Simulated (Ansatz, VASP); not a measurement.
Al in VASP and in Ansatz

The input INCAR:

```
ALGO     = Fast           # electronic algorithm
EDIFF    = 1E-7           # SCF threshold, eV
ENCUT    = 520            # plane-wave cutoff, eV
GGA      = PE             # functional
ISIF     = 2              # what is computed and relaxed
ISMEAR   = 0              # smearing method
IVDW     = 12             # dispersion correction
LASPH    = T              # aspherical terms in the spheres
LCHARG   = F              # write CHGCAR
LREAL    = F              # projectors in reciprocal space
LWAVE    = F              # write WAVECAR
NBANDS   = 18             # bands
NELM     = 60             # most SCF steps
PREC     = Accurate       # precision mode
SIGMA    = 0.15           # smearing width, eV
```

The input KPOINTS:

```
k-points
0
Gamma
  24 24 5
```

POSCAR

```
Al
1.0
    1.9913628294     -1.9913628294      0.0000000000
    1.9913628294      0.0000000000     -1.9913628294
    8.1097888848      8.1097888848      8.1097888848
Al
6
Direct
    0.6666666667      0.6666666667      0.0818338013
    0.0000000000      0.0000000000      0.9003355148
    0.3333333333      0.3333333333      0.2455341440
    0.6666666667      0.6666666667      0.5729348294
    0.0000000000      0.0000000000      0.4092344867
    0.3333333333      0.3333333333      0.7366351721
```

Input for Ansatz:

```yaml
crystal:
  lattice:
    - [1.9913628294, -1.9913628294, 0.0]
    - [1.9913628294, 0.0, -1.9913628294]
    - [8.1097888848, 8.1097888848, 8.1097888848]
  atoms:
    - { symbol: Al, position: [0.6666666667, 0.6666666667, 0.0818338013] }
    - { symbol: Al, position: [0.0, 0.0, 0.9003355148] }
    - { symbol: Al, position: [0.3333333333, 0.3333333333, 0.245534144] }
    - { symbol: Al, position: [0.6666666667, 0.6666666667, 0.5729348294] }
    - { symbol: Al, position: [0.0, 0.0, 0.4092344867] }
    - { symbol: Al, position: [0.3333333333, 0.3333333333, 0.7366351721] }
basis:
  ecutwfc: 420
kpoints:
  mp_grid: { grid: [24, 24, 5] }
hamiltonian:
  xc: pbe
  dispersion: d3bj
scf:
  occupations: { method: gaussian, width: 0.15 }
output:
  forces: true
  stress: true
  eigenvalues: true
```

Alike in both runs: task single point; functional PBE; dispersion D3(BJ); k mesh 24 × 24 × 5; occupations gaussian, width 0.15 eV; no spin polarisation.

|  | VASP | Ansatz |
| --- | --- | --- |
| version | VASP 6.6.1 | Ansatz 0.2.0 |
| potentials or method | VASP PAW PBE potentials, release 64 (Al), cutoff 520 eV | scalar-relativistic, plane waves, PAW |
| valence electrons in the cell | 18 | 18 |

VASP gave:

```
gap on the k mesh at the Fermi level (eV)                     : none
pressure (GPa)                                                : -1.2
traceless stress, the component that is largest in VASP (GPa) : -0.23
rms of the force components (eV/Å)                            : 0.165
```

What did Ansatz give for the same quantities?

gap on the k mesh at the Fermi level (eV): none; pressure (GPa): -1.1; traceless stress, the component that is largest in VASP (GPa): -0.23; rms of the force components (eV/Å): 0.165.

Atom by atom the forces differ by 0.000 eV/Å (rms over components). A gap of «none» marks a metal or a gap that the smearing closes.
